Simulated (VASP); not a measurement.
# AlCu2 (P4/mmm) in VASP: single point with PBE

Aim: the single point of AlCu2 with PBE.

All numbers are computed with VASP 6.6.1; they aren't measurements. Logs are shortened: lines on timing, memory, paths and dates and some standing lists are left out, and cuts for length are marked.

### Step 1. The cell of the first run

It takes space group P4/mmm (No. 123, tetragonal). Conventional cell: a = 4.799 Å, b = 4.799 Å, c = 2.506 Å, α = 90.00°, β = 90.00°, γ = 90.00°. Within 3.2 Å of Al (site symmetry 4/mmm) lie 4 Cu at 2.40 Å and 2 Al at 2.51 Å. Cu (site symmetry mmm) has 2 Al at 2.40 Å and 2 Cu at 2.51 Å within 3.2 Å.

### Step 2. Single point, PBE

INCAR reads:

```
SYSTEM = AlCu2
PREC     = Accurate       ! precision mode
ENCUT    = 520            ! plane-wave cutoff, eV
EDIFF    = 1E-6           ! SCF threshold, eV
ISMEAR   = 0              ! smearing method
SIGMA    = 0.1            ! smearing width, eV
LREAL    = .FALSE.        ! projectors in reciprocal space
LASPH    = .TRUE.         ! aspherical terms in the spheres
NELM     = 100            ! most SCF steps
ALGO     = Fast           ! electronic algorithm
ISIF     = 2              ! what is computed and relaxed
LWAVE    = .FALSE.        ! write WAVECAR
LCHARG   = .FALSE.        ! write CHGCAR
GGA      = PE             ! functional
NBANDS   = 20             ! bands
```

KPOINTS reads:

```
Automatic mesh
0
G
  10 10 18
  0 0 0
```

POSCAR reads:

```
AlCu2
1.0
    4.7988162344      0.0000000000      0.0000000000
    0.0000000000      4.7988162344      0.0000000000
    0.0000000000      0.0000000000      2.5058111862
Al Cu
1 2
Direct
    0.0000000000      0.0000000000      0.0000000000
    0.0000000000      0.5000000000      0.0000000000
    0.5000000000      0.0000000000      0.0000000000
```

Potentials or basis: VASP PAW PBE potentials, release 64 (Al, Cu).

Launch:

```
> cat potpaw_PBE.64/Al/POTCAR potpaw_PBE.64/Cu/POTCAR > POTCAR
> mpirun -np 1 vasp_std > vasp.out
```

OUTCAR:

```text
SYSTEM = AlCu2
   PREC = Accurate
   ENCUT = 520
   EDIFF = 1E-6
   ISMEAR = 0
   LREAL = .FALSE.
   LASPH = .TRUE.
   NELM = 100
   ISIF = 2
   GGA = PE

 ion  position               nearest neighbor table
   1  0.000  0.000  0.000-   2 2.40   3 2.40   2 2.40   3 2.40
   2  0.000  0.500  0.000-   1 2.40   1 2.40
   3  0.500  0.000  0.000-   1 2.40   1 2.40

  LATTYP: Found a simple tetragonal cell.
 ALAT       =     4.7988162344
 C/A-ratio  =     0.5221727742

  Lattice vectors:

 A1 = (   4.7988162344,   0.0000000000,   0.0000000000)
 A2 = (   0.0000000000,   4.7988162344,   0.0000000000)
 A3 = (   0.0000000000,   0.0000000000,   2.5058111862)

Analysis of symmetry for initial positions (statically):
=====================================================================
 Subroutine PRICEL returns:
 Original cell was already a primitive cell.

 Routine SETGRP: Setting up the symmetry group for a
 simple tetragonal supercell.

 Subroutine GETGRP returns: Found 16 space group operations
 (whereof 16 operations were pure point group operations)
 out of a pool of 16 trial point group operations.

The static configuration has the point symmetry D_4h.

Analysis of symmetry for dynamics (positions and initial velocities):
=====================================================================
 Subroutine PRICEL returns:
 Original cell was already a primitive cell.

 Routine SETGRP: Setting up the symmetry group for a
 simple tetragonal supercell.

 Subroutine GETGRP returns: Found 16 space group operations
 (whereof 16 operations were pure point group operations)
 out of a pool of 16 trial point group operations.

The dynamic configuration has the point symmetry D_4h.

 Subroutine INISYM returns: Found 16 space group operations
 (whereof 16 operations are pure point group operations),
 and found     1 'primitive' translations

----------------------------------------------------------------------------------------

                                     Primitive cell

  volume of cell :      57.7054

  direct lattice vectors                    reciprocal lattice vectors
     4.798816234  0.000000000  0.000000000     0.208384725  0.000000000  0.000000000
     0.000000000  4.798816234  0.000000000     0.000000000  0.208384725  0.000000000
     0.000000000  0.000000000  2.505811186     0.000000000  0.000000000  0.399072366

  length of vectors
     4.798816234  4.798816234  2.505811186     0.208384725  0.208384725  0.399072366

  position of ions in fractional coordinates (direct lattice)
     0.000000000  0.000000000  0.000000000
     0.000000000  0.500000000  0.000000000
     0.500000000  0.000000000  0.000000000

  ion indices of the primitive-cell ions
   primitive index   ion index
                 1           1
                 2           2
                 3           3

----------------------------------------------------------------------------------------

 KPOINTS: Automatic mesh

Automatic generation of k-mesh.
 Grid dimensions read from file:
 generate k-points for:   10   10   18

 Generating k-lattice:

  Cartesian coordinates                     Fractional coordinates (reciprocal lattice)
     0.020838472  0.000000000  0.000000000     0.100000000  0.000000000  0.000000000
     0.000000000  0.020838472  0.000000000     0.000000000  0.100000000  0.000000000
     0.000000000  0.000000000  0.022170687     0.000000000  0.000000000  0.055555556

  Length of vectors
     0.020838472  0.020838472  0.022170687

  Shift w.r.t. Gamma in fractional coordinates (k-lattice)
     0.000000000  0.000000000  0.000000000

 Subroutine IBZKPT returns following result:
 ===========================================

 Found    210 irreducible k-points:

 Following reciprocal coordinates:
            Coordinates               Weight
  0.000000  0.000000  0.000000      1.000000
  0.100000  0.000000  0.000000      4.000000
  0.200000  0.000000  0.000000      4.000000
  0.300000  0.000000  0.000000      4.000000
  0.400000  0.000000  0.000000      4.000000
  0.500000  0.000000  0.000000      2.000000
[... 16 lines left out ...]
  0.100000  0.000000  0.055556      8.000000
  0.200000  0.000000  0.055556      8.000000
 [... further k-points ...]
   k-points           NKPTS =    210   k-points in BZ     NKDIM =    210   number of bands    NBANDS=     20
   number of dos      NEDOS =    301   number of ions     NIONS =      3
   total plane-waves  NPLWV =  25920
   dimension x,y,z NGX =    36 NGY =   36 NGZ =   20
   dimension x,y,z NGXF=    72 NGYF=   72 NGZF=   40
   ions per type =               1   2
   NGX,Y,Z   is equivalent  to a cutoff of  12.47, 12.47, 13.27 a.u.
   NGXF,Y,Z  is equivalent  to a cutoff of  24.94, 24.94, 26.54 a.u.
 SYSTEM =  AlCu2
   PREC   = accura    normal or accurate (medium, high low for compatibility)
   ISTART =      0    job   : 0-new  1-cont  2-samecut
   ICHARG =      2    charge: 1-file 2-atom 10-const
   ISPIN  =      1    spin polarized calculation?
   LNONCOLLINEAR =      F non collinear calculations
   LSORBIT =      F    spin-orbit coupling
   LASPH  =      T    aspherical Exc in radial PAW
   ENCUT  =  520.0 eV  38.22 Ry    6.18 a.u.   8.92  8.92  4.66*2*pi/ulx,y,z
   NELM   =    100;   NELMIN=  2; NELMDL= -5     # of ELM steps
   EDIFF  = 0.1E-05   stopping-criterion for ELM
   LREAL  =      F    real-space projection
   EDIFFG = 0.1E-04   stopping-criterion for IOM
   NSW    =      0    number of steps for IOM
   IBRION =     -1    ionic relax: 0-MD 1-quasi-New 2-CG
   NFREE  =      0    steps in history (QN), initial steepest desc. (CG)
   ISIF   =      2    stress and relaxation
   ISYM   =      2    0-nonsym 1-usesym 2-fastsym
   POTIM  = 0.5000    time-step for ionic-motion
   TEBEG  =    0.0;   TEEND  =   0.0 temperature during run
   PSTRESS=    0.0 pullay stress
   NELECT =      25.0000    total number of electrons
   NUPDOWN=      -1.0000    fix difference up-down
   EMIN   =  10.00;   EMAX   =-10.00  energy-range for DOS
   EFERMI =   0.00;   METHOD = LEGACY
   ISMEAR =     0;   SIGMA  =   0.10  broadening in eV -4-tet -1-fermi 0-gaus
   EFERMI_NEDOS =   21; number of points for ismear=-14 and -15
   IALGO  =     68    algorithm
   IMIX   =      4    mixing-type and parameters
     AMIX     =   0.40;   BMIX     =  1.00
     AMIX_MAG =   1.60;   BMIX_MAG =  1.00
  volume/ion in A,a.u.               =      19.24       129.81
  Fermi-wavevector in a.u.,A,eV,Ry     =   1.238747  2.340893 20.878062  1.534494
  Thomas-Fermi vector in A             =   2.373259
   LORBIT       =      0    0 simple, 1 ext, 2 COOP (PROOUT), +10 PAW based schemes
   GGA     = PE    functional components
   LHFCALC =     F    Hartree Fock is set to
   AEXX    =    0.0000 exact exchange contribution
   IVDW    =     0    specifies the selected vdW correction
   LEPSILON=     F    determine dielectric tensor
   LRPA    =     F    only Hartree local field effects (RPA)
 non-spin polarized calculation
 RMM-DIIS sequential band-by-band and
 Gauss-broadening in eV      SIGMA  =   0.10
  energy-cutoff  :      520.00
  volume of cell :       57.71
 maximum number of plane-waves:      1584
 NGX is ok and might be reduce to    36
   NGX = 17   NGY = 17   NGZ =  9

 number of electron      25.0000032 magnetization

 Free energy of the ion-electron system (eV)
  ---------------------------------------------------
  ext. energy  EPLUGINS =         0.00000000
  ---------------------------------------------------
  free energy    TOTEN  =        -9.34174949 eV

  energy without entropy =       -9.33686512  energy(sigma->0) =       -9.33930731

 E-fermi :   4.0818     XC(G=0):  -9.6229

 val. band max:        4.0782909991   @ k =   0.5000   0.0000   0.1667
 cond. band min:       4.0876251839   @ k =   0.2000   0.1000   0.5000
 fundamental gap:      0.0093341849
 Fermi energy:         4.0817881399

 k-point     1 :       0.0000    0.0000    0.0000
  band No.  band energies     occupation
      1      -4.7060      2.00000
      2       0.1813      2.00000
      3       0.2410      2.00000
      4       0.8621      2.00000
      5       1.1231      2.00000
      6       1.2327      2.00000
[... 12 lines left out ...]
     19      12.9862      0.00000
     20      17.8027      0.00000

 k-point     2 :       0.1000    0.0000    0.0000
  band No.  band energies     occupation
      1      -4.6562      2.00000
      2       0.1584      2.00000
      3       0.2161      2.00000
      4       0.8586      2.00000
      5       1.0320      2.00000
      6       1.1472      2.00000
[... 12 lines left out ...]
     19      13.3969      0.00000
     20      17.8680      0.00000

 k-point     3 :       0.2000    0.0000    0.0000
  band No.  band energies     occupation
      1      -4.5138      2.00000
      2      -0.1146      2.00000
      3       0.2242      2.00000
      4       0.6622      2.00000
      5       0.8481      2.00000
      6       1.1927      2.00000
[... 12 lines left out ...]
     19      14.2838      0.00000
     20      17.0259      0.00000

 k-point     4 :       0.3000    0.0000    0.0000
  band No.  band energies     occupation
      1      -4.3057      2.00000
      2      -0.6729      2.00000
      3       0.2487      2.00000
      4       0.5078      2.00000
      5       0.8320      2.00000
      6       1.2645      2.00000
[... 12 lines left out ...]
     19      14.9123      0.00000
     20      16.3426      0.00000

 k-point     5 :       0.4000    0.0000    0.0000
  band No.  band energies     occupation
      1      -4.0959      2.00000
      2      -1.1699      2.00000
      3       0.2705      2.00000
      4       0.4602      2.00000
      5       0.8159      2.00000
      6       1.2012      2.00000
[... 12 lines left out ...]
     19      16.3707      0.00000
     20      17.3287      0.00000
[... 353 lines left out ...]
      6       1.3404      2.00000
[... 12 lines left out ...]
     19      13.3977      0.00000
     20      14.5979      0.00000

 k-point    22 :       0.0000    0.0000    0.0556
  band No.  band energies     occupation
      1      -4.6340      2.00000
      2       0.2281      2.00000
      3       0.3071      2.00000
      4       0.8742      2.00000
      5       1.1405      2.00000
      6       1.2415      2.00000
[... 12 lines left out ...]
     19      12.9934      0.00000
     20      16.1920      0.00000

 k-point    23 :       0.1000    0.0000    0.0556
  band No.  band energies     occupation
      1      -4.5843      2.00000
      2       0.2122      2.00000
      3       0.2787      2.00000
      4       0.8704      2.00000
      5       1.0381      2.00000
      6       1.1630      2.00000
[... 12 lines left out ...]
     19      13.3935      0.00000
     20      16.2268      0.00000

 k-point    24 :       0.2000    0.0000    0.0556
  band No.  band energies     occupation
      1      -4.4425      2.00000
      2      -0.0438      2.00000
      3       0.2760      2.00000
      4       0.6786      2.00000
      5       0.8591      2.00000
      6       1.2082      2.00000
[... 12 lines left out ...]
     19      14.2137      0.00000
     20      16.3133      0.00000

 [... further k-points ...]
[... 5 lines left out ...]
  --------------------------------------------------------------------------------------
  -------------------------------------------------------------------------------------
  Total       -0.0066944     -0.0066944      0.0080042      0.0000000     -0.0000000      0.0000000
  in kB       -0.1858687     -0.1858687      0.2222344      0.0000000     -0.0000000      0.0000000
  external PRESSURE =      -0.0498343 kB  Pullay stress =       0.0000000 kB

 VOLUME and BASIS-vectors are now :
 -----------------------------------------------------------------------------
  energy-cutoff  :      520.00
  volume of cell :       57.71
      direct lattice vectors                 reciprocal lattice vectors
     4.798816234  0.000000000  0.000000000     0.208384725  0.000000000  0.000000000
     0.000000000  4.798816234  0.000000000     0.000000000  0.208384725  0.000000000
     0.000000000  0.000000000  2.505811186     0.000000000  0.000000000  0.399072366

 POSITION                                       TOTAL-FORCE (eV/Angst)
 -----------------------------------------------------------------------------------
      0.00000      0.00000      0.00000         0.000000      0.000000      0.000000
      0.00000      2.39941      0.00000         0.000000      0.000000      0.000000
      2.39941      0.00000      0.00000         0.000000      0.000000      0.000000
 -----------------------------------------------------------------------------------
    total drift:                                0.000000      0.000000     -0.000000

  FREE ENERGIE OF THE ION-ELECTRON SYSTEM (eV)
  ---------------------------------------------------
  free  energy   TOTEN  =        -9.3417494908 eV

  energy  without entropy=       -9.3368651228  energy(sigma->0) =       -9.33930731
```

Wall time 5.2 min (1 thread of AMD EPYC 7R43 (Zen 3), shared host); peak memory 0.28 GiB.

Results:

```
Free energy : -9.3417 eV
Pressure    : 0.0 GPa
```

Levels at points of the mesh, in eV from the Fermi level:
```csv
k point,band 10,band 11,band 12,band 13,band 14,band 15,band 16,band 17
"(0.00, 0.00, 0.00)",-2.01,-2.01,-1.91,-1.91,-0.51,0.97,5.57,5.57
"(0.50, 0.00, 0.00)",-2.22,-1.91,-1.91,-0.72,0.13,2.82,3.70,6.46
"(0.50, 0.50, 0.00)",-1.94,-1.94,-1.94,-1.88,-0.87,5.57,7.26,8.22
"(0.00, 0.00, 0.50)",-2.24,-1.77,0.14,2.73,2.73,3.91,4.38,6.02
"(0.50, 0.00, 0.50)",-2.10,-1.25,-0.18,1.09,1.63,3.46,4.56,6.60
"(0.50, 0.50, 0.50)",-1.92,-1.26,0.00,1.21,1.21,2.40,2.40,4.31
```
